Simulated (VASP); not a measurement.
# CdSe (P6_3mc) in VASP: notebook

The runs below take CdSe through single point, with r2SCAN.

All numbers are computed with VASP 6.6.1; they aren't measurements. Logs are shortened: lines on timing, memory, paths and dates and some standing lists are left out, and cuts for length are marked.

**1. The cell of the first run**

Symmetry: P6_3mc, No. 186, hexagonal system. Conventional cell: a = 4.406 Å, b = 4.406 Å, c = 6.840 Å, α = 90.00°, β = 90.00°, γ = 120.00°. Cd (site symmetry 3m) has 4 Se at 2.56 to 2.68 Å within 3.4 Å. Se (site symmetry 3m) has 4 Cd at 2.56 to 2.68 Å within 3.4 Å.

**2. Single point, r2SCAN (strain +0.025 along x and y, -0.025 along z)**

The input, POSCAR:

```
CdSe
1.0
    4.4059624121      0.0000000000      0.0000000000
   -2.2029812060      3.8156753770      0.0000000000
    0.0000000000      0.0000000000      6.8398200000
Cd Se
2 2
Direct
    0.6666666667      0.3333333333      0.0000000000
    0.3333333333      0.6666666667      0.5000000000
    0.6666666667      0.3333333333      0.3750000000
    0.3333333333      0.6666666667      0.8750000000
```

The input, INCAR.step1:

```
PREC = Accurate ; ENCUT = 520
ISMEAR = 0 ; SIGMA = 0.05
LREAL = False ; LASPH = True
NELM = 80 ; NBANDS = 26
GGA = PE ; ALGO = Normal
EDIFF = 1E-4 ; LWAVE = True
LCHARG = False
```

The input, INCAR.step2:

```
PREC = Accurate ; ENCUT = 520
EDIFF = 1E-7 ; ISMEAR = 0
SIGMA = 0.05 ; LREAL = False
LASPH = True ; NELM = 80
ALGO = Normal ; ISIF = 2
LWAVE = False ; LCHARG = False
METAGGA = R2SCAN ; LMIXTAU = True
NBANDS = 26 ; ISTART = 1
```

The input, KPOINTS:

```
regular mesh
0
Gamma
  6 6 4
```

Potentials or basis: VASP PAW PBE potentials, release 64 (Cd, Se).

Launch:

```bash
> cat potpaw_PBE.64/Cd/POTCAR potpaw_PBE.64/Se/POTCAR > POTCAR
> cp INCAR.step1 INCAR
> mpirun -np 1 vasp_std > vasp.out
> cp INCAR.step2 INCAR
> mpirun -np 1 vasp_std > vasp.out
```

OUTCAR:

```text
PREC = Accurate
   ENCUT = 520
   EDIFF = 1E-7
   ISMEAR = 0
   LREAL = False
   LASPH = True
   NELM = 80
   ISIF = 2
   METAGGA = R2SCAN
   ISTART = 1

 ion  position               nearest neighbor table
   1  0.667  0.333  0.000-   3 2.56   4 2.68   4 2.68   4 2.68
   2  0.333  0.667  0.500-   4 2.56   3 2.68   3 2.68   3 2.68
   3  0.667  0.333  0.375-   1 2.56   2 2.68   2 2.68   2 2.68
   4  0.333  0.667  0.875-   2 2.56   1 2.68   1 2.68   1 2.68

  LATTYP: Found a hexagonal cell.
 ALAT       =     4.4059624121
 C/A-ratio  =     1.5524008968

  Lattice vectors:

 A1 = (   4.4059624121,   0.0000000000,   0.0000000000)
 A2 = (  -2.2029812060,   3.8156753770,   0.0000000000)
 A3 = (   0.0000000000,   0.0000000000,   6.8398200000)

Analysis of symmetry for initial positions (statically):
=====================================================================
 Subroutine PRICEL returns:
 Original cell was already a primitive cell.

 Routine SETGRP: Setting up the symmetry group for a
 hexagonal supercell.

 Subroutine GETGRP returns: Found 12 space group operations
 (whereof  6 operations were pure point group operations)
 out of a pool of 24 trial point group operations.

The static configuration has the point symmetry C_3v.
 The point group associated with its full space group is C_6v.

Analysis of symmetry for dynamics (positions and initial velocities):
=====================================================================
 Subroutine PRICEL returns:
 Original cell was already a primitive cell.

 Routine SETGRP: Setting up the symmetry group for a
 hexagonal supercell.

 Subroutine GETGRP returns: Found 12 space group operations
 (whereof  6 operations were pure point group operations)
 out of a pool of 24 trial point group operations.

The dynamic configuration has the point symmetry C_3v.
 The point group associated with its full space group is C_6v.

 Subroutine INISYM returns: Found 12 space group operations
 (whereof  6 operations are pure point group operations),
 and found     1 'primitive' translations

----------------------------------------------------------------------------------------

                                     Primitive cell

  volume of cell :     114.9892

  direct lattice vectors                    reciprocal lattice vectors
     4.405962412  0.000000000  0.000000000     0.226965168  0.131038401  0.000000000
    -2.202981206  3.815675377  0.000000000     0.000000000  0.262076802  0.000000000
     0.000000000  0.000000000  6.839820000     0.000000000  0.000000000  0.146202678

  length of vectors
     4.405962412  4.405962412  6.839820000     0.262076802  0.262076802  0.146202678

  position of ions in fractional coordinates (direct lattice)
     0.666666667  0.333333333  0.000000000
     0.333333333  0.666666667  0.500000000
     0.666666667  0.333333333  0.375000000
     0.333333333  0.666666667  0.875000000

  ion indices of the primitive-cell ions
   primitive index   ion index
                 1           1
                 2           2
                 3           3
                 4           4

----------------------------------------------------------------------------------------

 KPOINTS: regular mesh

Automatic generation of k-mesh.
 Grid dimensions read from file:
 generate k-points for:    6    6    4

 Generating k-lattice:

  Cartesian coordinates                     Fractional coordinates (reciprocal lattice)
     0.037827528  0.021839733  0.000000000     0.166666667 -0.000000000  0.000000000
     0.000000000  0.043679467  0.000000000     0.000000000  0.166666667  0.000000000
     0.000000000  0.000000000  0.036550669     0.000000000  0.000000000  0.250000000

  Length of vectors
     0.043679467  0.043679467  0.036550669

  Shift w.r.t. Gamma in fractional coordinates (k-lattice)
     0.000000000  0.000000000  0.000000000

 Subroutine IBZKPT returns following result:
 ===========================================

 Found     21 irreducible k-points:

 Following reciprocal coordinates:
            Coordinates               Weight
  0.000000  0.000000  0.000000      1.000000
  0.166667  0.000000  0.000000      6.000000
  0.333333  0.000000  0.000000      6.000000
  0.500000  0.000000  0.000000      3.000000
  0.166667  0.166667  0.000000      6.000000
  0.333333  0.166667  0.000000     12.000000
[... 13 lines left out ...]
  0.333333  0.166667  0.500000     12.000000
  0.333333  0.333333  0.500000      2.000000
   k-points           NKPTS =     21   k-points in BZ     NKDIM =     21   number of bands    NBANDS=     26
   number of dos      NEDOS =    301   number of ions     NIONS =      4
   total plane-waves  NPLWV =  69984
   dimension x,y,z NGX =    36 NGY =   36 NGZ =   54
   dimension x,y,z NGXF=    72 NGYF=   72 NGZF=  108
   ions per type =               2   2
   NGX,Y,Z   is equivalent  to a cutoff of  13.58, 13.58, 13.13 a.u.
   NGXF,Y,Z  is equivalent  to a cutoff of  27.17, 27.17, 26.25 a.u.
 SYSTEM =  unknown system
   PREC   = accura    normal or accurate (medium, high low for compatibility)
   ISTART =      1    job   : 0-new  1-cont  2-samecut
   ICHARG =      0    charge: 1-file 2-atom 10-const
   ISPIN  =      1    spin polarized calculation?
   LNONCOLLINEAR =      F non collinear calculations
   LSORBIT =      F    spin-orbit coupling
   LASPH  =      T    aspherical Exc in radial PAW
   ENCUT  =  520.0 eV  38.22 Ry    6.18 a.u.   8.19  8.19 12.72*2*pi/ulx,y,z
   NELM   =     80;   NELMIN=  2; NELMDL=  0     # of ELM steps
   EDIFF  = 0.1E-06   stopping-criterion for ELM
   LREAL  =      F    real-space projection
   EDIFFG = 0.1E-05   stopping-criterion for IOM
   NSW    =      0    number of steps for IOM
   IBRION =     -1    ionic relax: 0-MD 1-quasi-New 2-CG
   NFREE  =      0    steps in history (QN), initial steepest desc. (CG)
   ISIF   =      2    stress and relaxation
   ISYM   =      2    0-nonsym 1-usesym 2-fastsym
   POTIM  = 0.5000    time-step for ionic-motion
   TEBEG  =    0.0;   TEEND  =   0.0 temperature during run
   PSTRESS=    0.0 pullay stress
   NELECT =      36.0000    total number of electrons
   NUPDOWN=      -1.0000    fix difference up-down
   EMIN   =  10.00;   EMAX   =-10.00  energy-range for DOS
   EFERMI =   0.00;   METHOD = LEGACY
   ISMEAR =     0;   SIGMA  =   0.05  broadening in eV -4-tet -1-fermi 0-gaus
   EFERMI_NEDOS =   21; number of points for ismear=-14 and -15
   IALGO  =     38    algorithm
   IMIX   =      4    mixing-type and parameters
     AMIX     =   0.40;   BMIX     =  1.00
     AMIX_MAG =   1.60;   BMIX_MAG =  1.00
  volume/ion in A,a.u.               =      28.75       194.00
  Fermi-wavevector in a.u.,A,eV,Ry     =   1.111621  2.100659 16.812733  1.235701
  Thomas-Fermi vector in A             =   2.248186
   LORBIT       =      0    0 simple, 1 ext, 2 COOP (PROOUT), +10 PAW based schemes
   METAGGA = R2SCAN    functional components
   LHFCALC =     F    Hartree Fock is set to
   AEXX    =    0.0000 exact exchange contribution
   IVDW    =     0    specifies the selected vdW correction
   LEPSILON=     F    determine dielectric tensor
   LRPA    =     F    only Hartree local field effects (RPA)
 non-spin polarized calculation
 Gauss-broadening in eV      SIGMA  =   0.05
  energy-cutoff  :      520.00
  volume of cell :      114.99
 maximum number of plane-waves:      3134
 NGX is ok and might be reduce to    36
   NGX = 17   NGY = 17   NGZ = 25

 number of electron      36.0000006 magnetization

 Free energy of the ion-electron system (eV)
  ---------------------------------------------------
  ext. energy  EPLUGINS =         0.00000000
  ---------------------------------------------------
  free energy    TOTEN  =       -71.76786658 eV

  energy without entropy =      -71.76786658  energy(sigma->0) =      -71.76786658

 E-fermi :   0.7246     XC(G=0):  -9.3122

 val. band max:        0.4923529581   @ k =   0.0000   0.0000   0.0000
 cond. band min:       1.5973332336   @ k =   0.0000   0.0000   0.0000
 fundamental gap:      1.1049802755
 Fermi energy:         0.7246104379

 k-point     1 :       0.0000    0.0000    0.0000
  band No.  band energies     occupation
      1     -12.4345      2.00000
      2     -12.0260      2.00000
      3      -7.6554      2.00000
      4      -7.5890      2.00000
      5      -7.5890      2.00000
      6      -7.5023      2.00000
[... 18 lines left out ...]
     25       7.9720      0.00000
     26       8.8433      0.00000

 k-point     2 :       0.1667    0.0000    0.0000
  band No.  band energies     occupation
      1     -12.3590      2.00000
      2     -11.9998      2.00000
      3      -7.6281      2.00000
      4      -7.5664      2.00000
      5      -7.5285      2.00000
      6      -7.4752      2.00000
[... 18 lines left out ...]
     25       8.2619      0.00000
     26       8.5867      0.00000

 k-point     3 :       0.3333    0.0000    0.0000
  band No.  band energies     occupation
      1     -12.1925      2.00000
      2     -11.9602      2.00000
      3      -7.5776      2.00000
      4      -7.5321      2.00000
      5      -7.4427      2.00000
      6      -7.3939      2.00000
[... 18 lines left out ...]
     25       8.9479      0.00000
     26       9.4524      0.00000

 k-point     4 :       0.5000    0.0000    0.0000
  band No.  band energies     occupation
      1     -12.0897      2.00000
      2     -11.9588      2.00000
      3      -7.5569      2.00000
      4      -7.5212      2.00000
      5      -7.3995      2.00000
      6      -7.3758      2.00000
[... 18 lines left out ...]
     25       9.0884      0.00000
     26      10.5083      0.00000
[... 409 lines left out ...]
      1     -12.0939      2.00000
      2     -12.0939      2.00000
      3      -7.5273      2.00000
      4      -7.5273      2.00000
      5      -7.4788      2.00000
      6      -7.4788      2.00000
[... 18 lines left out ...]
     25       8.4030      0.00000
     26       8.4030      0.00000

 k-point    20 :       0.3333    0.1667    0.5000
  band No.  band energies     occupation
      1     -12.0142      2.00000
      2     -12.0142      2.00000
      3      -7.5177      2.00000
      4      -7.5177      2.00000
      5      -7.4428      2.00000
      6      -7.4428      2.00000
[... 18 lines left out ...]
     25       8.8587      0.00000
     26       8.8587      0.00000

 k-point    21 :       0.3333    0.3333    0.5000
  band No.  band energies     occupation
      1     -11.9882      2.00000
      2     -11.9882      2.00000
      3      -7.5056      2.00000
      4      -7.5056      2.00000
      5      -7.4382      2.00000
      6      -7.4382      2.00000
[... 18 lines left out ...]
     25       9.6442      0.00000
     26       9.6442      0.00000

------------------------ aborting loop because EDIFF is reached ----------------------------------------

  FORCE on cell =-STRESS in cart. coord.  units (eV):
  Direction    XX          YY          ZZ          XY          YZ          ZX
  --------------------------------------------------------------------------------------
  -------------------------------------------------------------------------------------
  Total       -0.6898139     -0.6898139      2.9709161     -0.0000000      0.0000000      0.0000000
  in kB       -9.6113770     -9.6113770     41.3946383     -0.0000000      0.0000000      0.0000000
  external PRESSURE =       7.3906281 kB  Pullay stress =       0.0000000 kB

 VOLUME and BASIS-vectors are now :
 -----------------------------------------------------------------------------
  energy-cutoff  :      520.00
  volume of cell :      114.99
      direct lattice vectors                 reciprocal lattice vectors
     4.405962412  0.000000000  0.000000000     0.226965168  0.131038401  0.000000000
    -2.202981206  3.815675377  0.000000000     0.000000000  0.262076802  0.000000000
     0.000000000  0.000000000  6.839820000     0.000000000  0.000000000  0.146202678

 POSITION                                       TOTAL-FORCE (eV/Angst)
 -----------------------------------------------------------------------------------
      2.20298      1.27189      0.00000        -0.000000     -0.000000     -0.460922
     -0.00000      2.54378      3.41991         0.000000      0.000000     -0.460922
      2.20298      1.27189      2.56493        -0.000000      0.000000      0.460922
     -0.00000      2.54378      5.98484        -0.000000     -0.000000      0.460922
 -----------------------------------------------------------------------------------
    total drift:                               -0.000000     -0.000000     -0.001297

  FREE ENERGIE OF THE ION-ELECTRON SYSTEM (eV)
  ---------------------------------------------------
  free  energy   TOTEN  =       -71.7678665803 eV

  energy  without entropy=      -71.7678665803  energy(sigma->0) =      -71.76786658
```

Run time: 5.6 min. Hardware: 1 thread of Intel Xeon Platinum 8259CL at 2.50GHz (Skylake/Cascade Lake), shared host; peak memory 0.3 GiB.

Results:

| Item | Value |
| --- | --- |
| Free energy | -71.7679 eV |
| Pressure | 0.7 GPa |
| Largest force | 0.461 eV/Å |
| Band gap on the k mesh | 1.10 eV, direct |

Forces in eV/Å, atoms in the order of the input:
```
Cd   0.000  0.000 -0.461
Cd   0.000  0.000 -0.461
Se   0.000  0.000  0.461
Se   0.000  0.000  0.461
```

Stress tensor (GPa, compression positive):
```
-0.96  0.00  0.00
 0.00 -0.96  0.00
 0.00  0.00  4.14
```

Caveat: the cell differs from its parent crystal (strain +0.025 along x and y, -0.025 along z); the PAW data sets were made with another functional, which shifts forces and pressure a little.

**3. Single point, r2SCAN (strain +0.000 along x and y, +0.050 along z)**

The input, POSCAR:

```
CdSe
1.0
    4.2984999142      0.0000000000      0.0000000000
   -2.1492499571      3.7226101239      0.0000000000
    0.0000000000      0.0000000000      7.3659600000
Cd Se
2 2
Direct
    0.6666666667      0.3333333333      0.0000000000
    0.3333333333      0.6666666667      0.5000000000
    0.6666666667      0.3333333333      0.3750000000
    0.3333333333      0.6666666667      0.8750000000
```

The input, INCAR.step1:

```
  ALGO = Normal
  EDIFF = 1E-4
  ENCUT = 520
  GGA = PE
  ISMEAR = 0
  LASPH = True
  LCHARG = False
  LREAL = False
  LWAVE = True
  NBANDS = 26
  NELM = 80
  PREC = Accurate
  SIGMA = 0.05
```

The input, INCAR.step2:

```
  ALGO = Normal
  EDIFF = 1E-6
  ENCUT = 520
  ISIF = 2
  ISMEAR = 0
  ISTART = 1
  LASPH = True
  LCHARG = False
  LMIXTAU = True
  LREAL = False
  LWAVE = False
  METAGGA = R2SCAN
  NBANDS = 26
  NELM = 80
  PREC = Accurate
  SIGMA = 0.05
```

The input, KPOINTS:

```
k-points
0
Gamma
  6 6 4
```

Potentials or basis: VASP PAW PBE potentials, release 64 (Cd, Se).

Launch:

```bash
> cat potpaw_PBE.64/Cd/POTCAR potpaw_PBE.64/Se/POTCAR > POTCAR
> cp INCAR.step1 INCAR
> mpirun -np 1 vasp_std > vasp.out
> cp INCAR.step2 INCAR
> mpirun -np 1 vasp_std > vasp.out
```

Wall time 3.1 min (1 thread of Intel Xeon Platinum 8259CL at 2.50GHz (Skylake/Cascade Lake), shared host); peak memory 0.26 GiB.

It converged, with:

```
Free energy            : -71.7820 eV
Pressure               : -0.6 GPa
Largest force          : 0.231 eV/Å
Band gap on the k mesh : 0.97 eV, direct
```

Forces on the atoms (eV/Å):
```
Cd   0.000  0.000  0.231
Cd   0.000  0.000  0.231
Se   0.000  0.000 -0.231
Se   0.000  0.000 -0.231
```

Stress tensor (GPa, compression positive):
```
 0.59  0.00  0.00
 0.00  0.59  0.00
 0.00  0.00 -3.04
```

Levels at points of the mesh, in eV from the valence-band top:
```tsv
k point	band 15	band 16	band 17	band 18	band 19	band 20	band 21	band 22
(0.00, 0.00, 0.00)	-0.61	-0.22	0.00	0.00	0.97	2.80	6.22	6.53
(0.50, 0.00, 0.00)	-2.51	-1.67	-1.28	-0.78	3.43	3.82	4.88	6.07
(0.00, 0.00, 0.50)	-0.31	-0.31	-0.31	-0.31	2.75	2.75	6.02	6.02
(0.50, 0.00, 0.50)	-1.42	-1.42	-1.25	-1.25	3.18	3.18	5.16	5.16
```

Caveat: the cell differs from its parent crystal (strain +0.000 along x and y, +0.050 along z); the PAW data sets were made with another functional, which shifts forces and pressure a little.
